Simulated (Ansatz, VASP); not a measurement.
# CaB2: VASP beside Ansatz

```
CELL_PARAMETERS angstrom
-2.65249 1.56661 2.65251
2.65249 -1.56661 2.65251
2.65249 1.56661 -2.65251
ATOMIC_POSITIONS crystal
Ca 0.00000 0.00000 0.00000
B 0.25000 0.50000 0.75000
B 0.75000 0.50000 0.25000
```

Alike in both runs: functional r2SCAN; k mesh 10 × 10 × 10; occupations gaussian, width 0.02 eV; no spin polarisation.

Ansatz relaxed the structure, and its values are those at the end. VASP's run is a single point on that final structure, the one shown.

```csv
,VASP,Ansatz
version,VASP 6.6.1,Ansatz 0.2.0
potentials or method,"VASP PAW PBE potentials, release 64 (Ca_sv, B), cutoff 520 eV","scalar-relativistic, plane waves, PAW"
valence electrons in the cell,16,16
```

VASP gave:

* gap on the k mesh at the Fermi level (eV): 0.23
* least direct gap on the mesh (eV): 0.40
* pressure (GPa): 0.3

Problem. What did Ansatz give for the same quantities?

Solution. gap on the k mesh at the Fermi level (eV): 0.23; least direct gap on the mesh (eV): 0.40; pressure (GPa): 0.0.

VASP's potentials were made for PBE, not for r2SCAN. With one functional, cell and mesh, what is left measures potentials, basis and numerics.
